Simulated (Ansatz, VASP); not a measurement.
One calculation of MgO, two programs

Contents of INCAR:

```
SYSTEM = MgO
PREC = Accurate
ENCUT = 520
EDIFF = 1E-6
ISMEAR = 0
SIGMA = 0.05
LREAL = .FALSE.
LASPH = .TRUE.
NELM = 100
ALGO = Normal
ISIF = 2
LWAVE = .FALSE.
LCHARG = .FALSE.
GGA = PE
NBANDS = 16
```

File KPOINTS:

```
regular mesh
0
G
  9 9 6
  0 0 0
```

POSCAR

```
MgO
1.0
    3.3453000000      0.0000000000      0.0000000000
   -1.6726500000      2.8971147833      0.0000000000
    0.0000000000      0.0000000000      4.1546000000
Mg O
2 2
Direct
    0.6666666667      0.3333333333      0.7500000000
    0.3333333333      0.6666666667      0.2500000000
    0.6666666667      0.3333333333      0.2500000000
    0.3333333333      0.6666666667      0.7500000000
```

Input for Ansatz:

```yaml
crystal:
  lattice:
    - [3.3453, 0.0, 0.0]
    - [-1.67265, 2.8971147833, 0.0]
    - [0.0, 0.0, 4.1546]
  atoms:
    - { symbol: Mg, position: [0.6666666667, 0.3333333333, 0.75] }
    - { symbol: Mg, position: [0.3333333333, 0.6666666667, 0.25] }
    - { symbol: O, position: [0.6666666667, 0.3333333333, 0.25] }
    - { symbol: O, position: [0.3333333333, 0.6666666667, 0.75] }
basis:
  ecutwfc: 520.0
kpoints:
  mp_grid: { grid: [9, 9, 6] }
hamiltonian:
  xc: pbe
  pseudopotentials: { kind: paw, azcp: { folder: soft_1 } }
scf:
  occupations: { method: gaussian, width: 0.05 }
output:
  forces: true
  stress: true
  eigenvalues: true
```

Alike in both runs: task single point; functional PBE; k mesh 9 × 9 × 6; occupations gaussian, width 0.05 eV; no spin polarisation.

|  | VASP | Ansatz |
| --- | --- | --- |
| version | VASP 6.6.1 | Ansatz 0.2.0 |
| potentials or method | VASP PAW PBE potentials, release 64 (Mg, O), cutoff 520 eV | scalar-relativistic, plane waves, PAW |
| valence electrons in the cell | 16 | 32 |

|  | VASP | Ansatz | Ansatz less VASP |
| --- | --- | --- | --- |
| gap on the k mesh at the Fermi level (eV) | 3.88 | 3.90 | +0.020 |
| least direct gap on the mesh (eV) | 3.88 | 3.90 | +0.020 |
| pressure (GPa) | 19.2 | 19.7 | +0.48 |
| traceless stress, the component that is largest in VASP (GPa) | -5.27 | -5.03 | +0.237 |

VASP's potentials hold 16 valence electrons a cell and Ansatz's 32, so a difference there can come from the potentials and not from the codes.
